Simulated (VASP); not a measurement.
SrY2Bi2:

```
Sr Y Bi
1.0
     2.43757    4.20058   -0.01497
    -2.41504    4.18757   -0.03597
     0.03488   -0.04885    7.97357
Sr Y Bi
1 2 2
Direct
  0.01594 0.95588 0.02178
  0.38705 0.23503 0.61071
  0.70740 0.62731 0.36715
  0.25823 0.36110 0.20567
  0.65196 0.63323 0.68403
```

```yaml
Program: VASP 6.6.1
Task: relaxation of cell and atoms
Functional: PBEsol
Potentials_or_basis: VASP PAW PBE potentials, release 64 (Sr_sv, Y_sv, Bi_d)
Cutoff: 600 eV
k_mesh: 4 × 4 × 3, shifted
Occupations: fermi-dirac, width 0.1 eV
Spin: no spin polarisation
```

At the start: pressure 13.1 GPa; volume 32.45 Å³/atom.

Q: How do energy, volume and symmetry change on relaxing?

A: Over 29 steps the energy falls by 696.2 meV/atom and the volume is 34.79 Å³/atom (+7.2 %); space group P1 (No. 1, to 0.1 Å) before, P-3m1 (No. 164, to 0.1 Å).

Step by step:
| step | energy change (eV) | largest force (eV/Å) | pressure (GPa) | volume (Å³) |
| --- | --- | --- | --- | --- |
| 1 | 0.0000 | 7.4813 | 13.14 | 162.27 |
| 2 | -1.7257 | 0.8106 | -5.87 | 232.37 |
| 3 | -2.6166 | 1.4731 | -2.22 | 198.05 |
| 4 | -2.6190 | 1.5165 | -2.02 | 197.02 |
| 5 | -2.6191 | 1.5606 | -1.82 | 196.01 |
| 6 | -2.9834 | 1.1134 | -1.11 | 187.45 |
| 7 | -3.2292 | 0.9438 | 1.77 | 172.03 |
| 8 | -3.2374 | 0.9061 | 1.15 | 174.46 |
| 9 | -3.3471 | 0.5944 | -0.34 | 178.30 |
| 10 | -3.3561 | 0.5241 | -0.83 | 179.83 |
| 11 | -3.4192 | 0.3837 | -0.09 | 175.57 |
| 12 | -3.4355 | 0.3892 | 0.63 | 172.12 |
| 13 | -3.4623 | 0.2061 | -0.23 | 174.65 |
| 14 | -3.4623 | 0.2052 | -0.23 | 174.63 |
| 15 | -3.4707 | 0.1225 | 0.13 | 173.19 |
| 16 | -3.4713 | 0.1345 | 0.27 | 172.65 |
| 17 | -3.4746 | 0.1093 | -0.13 | 174.18 |
| 18 | -3.4746 | 0.1099 | -0.11 | 174.09 |
| 19 | -3.4766 | 0.0726 | 0.00 | 173.71 |
| 20 | -3.4773 | 0.0776 | 0.12 | 173.34 |
| 21 | -3.4787 | 0.0704 | -0.01 | 173.88 |
| 22 | -3.4790 | 0.0827 | -0.10 | 174.25 |
| 23 | -3.4801 | 0.0538 | 0.02 | 173.83 |
| 24 | -3.4802 | 0.0456 | 0.07 | 173.64 |
| 25 | -3.4806 | 0.0376 | -0.05 | 174.09 |
| 26 | -3.4806 | 0.0373 | -0.05 | 174.11 |
| 27 | -3.4809 | 0.0237 | -0.01 | 173.92 |
| 28 | -3.4811 | 0.0218 | 0.03 | 173.76 |
| 29 | -3.4812 | 0.0084 | -0.03 | 173.94 |

Final structure:
```
Sr Y Bi
1.0
     2.43288    4.20871    0.00348
    -2.43717    4.21335    0.00630
     0.00257    0.01811    8.48157
Sr Y Bi
1 2 2
Direct
  0.00402 0.96261 0.97774
  0.33889 0.29613 0.60450
  0.66952 0.62863 0.35122
  0.33682 0.29570 0.20890
  0.67132 0.62946 0.74697
```

Caveat: the k points lie up to 0.37 Å⁻¹ apart in the final cell; the PAW data sets were made with another functional, which shifts forces and pressure a little.
